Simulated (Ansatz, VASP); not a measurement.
# One calculation of ReHg3Ru, two programs

File INCAR:

```
ALGO = Normal
EDIFF = 1E-6
ENCUT = 600
GGA = PE
GGA_COMPAT = F
ISIF = 2
ISMEAR = 0
ISPIN = 2
LASPH = T
LCHARG = T
LELF = T
LMAXMIX = 4
LORBIT = 11
LREAL = F
LVHAR = T
LWAVE = F
MAGMOM = 1 0 0 0 1
NBANDS = 40
NELM = 200
PREC = Accurate
SIGMA = 0.1
```

File KPOINTS:

```
k-points
0
Gamma
  4 4 4
```

File POSCAR:

```
ReHg3Ru
1.0
    5.0368504094      0.0000000000      0.0000000000
    0.0000000000      5.0368504094      0.0000000000
    0.0000000000      0.0000000000      5.0368504094
Re Hg Ru
1 3 1
Direct
    0.5000000000      0.5000000000      0.5000000000
    0.5000000000      0.0000000000      0.0000000000
    0.0000000000      0.5000000000      0.0000000000
    0.0000000000      0.0000000000      0.5000000000
    0.0000000000      0.0000000000      0.0000000000
```

Input for Ansatz:

```yaml
crystal:
  lattice:
    - [5.0368504094, 0.0, 0.0]
    - [0.0, 5.0368504094, 0.0]
    - [0.0, 0.0, 5.0368504094]
  atoms:
    - { symbol: Re, position: [0.5, 0.5, 0.5], spin: 1.0 }
    - { symbol: Hg, position: [0.5, 0.0, 0.0] }
    - { symbol: Hg, position: [0.0, 0.5, 0.0] }
    - { symbol: Hg, position: [0.0, 0.0, 0.5] }
    - { symbol: Ru, position: [0.0, 0.0, 0.0], spin: 1.0 }
basis:
  ecutwfc: 420
kpoints:
  mp_grid: { grid: [4, 4, 4] }
hamiltonian:
  xc: pbe
scf:
  occupations: { method: gaussian, width: 0.1 }
  lower_state_search: "off"
output:
  forces: true
  stress: true
  eigenvalues: true
  populations: true
magnetization:
  spin_polarized: true
```

Change from the starting cell: species swapped into the LaAlO3 type (Pm-3m, No. 221).

Alike in both runs: task single point; functional PBE; k mesh 4 × 4 × 4; occupations gaussian, width 0.1 eV; collinear spin.

|  | VASP | Ansatz |
| --- | --- | --- |
| version | VASP 6.6.1 | Ansatz 0.2.0 |
| potentials or method | VASP PAW PBE potentials, release 64 (Re, Hg, Ru_pv), cutoff 600 eV | scalar-relativistic, plane waves, PAW |
| valence electrons in the cell | 57 | 91 |

|  | VASP | Ansatz | Ansatz less VASP |
| --- | --- | --- | --- |
| gap on the k mesh at the Fermi level (eV) | none | none | - |
| pressure (GPa) | 5.4 | 4.8 | -0.65 |
| net moment per atom (μB) | 1.09 | 1.09 | -0.002 |
| size of the moment on the site where the two differ most (μB) | 3.97 | 4.22 | +0.244 |

Site moments also hang on the region over which each program counts them. A gap of «none» marks a metal or a gap that the smearing closes. With one functional, cell and mesh, what is left measures potentials, basis and numerics. VASP's potentials hold 57 valence electrons a cell and Ansatz's 91, so a difference there can come from the potentials and not from the codes.

Spin-orbit coupling is off throughout.
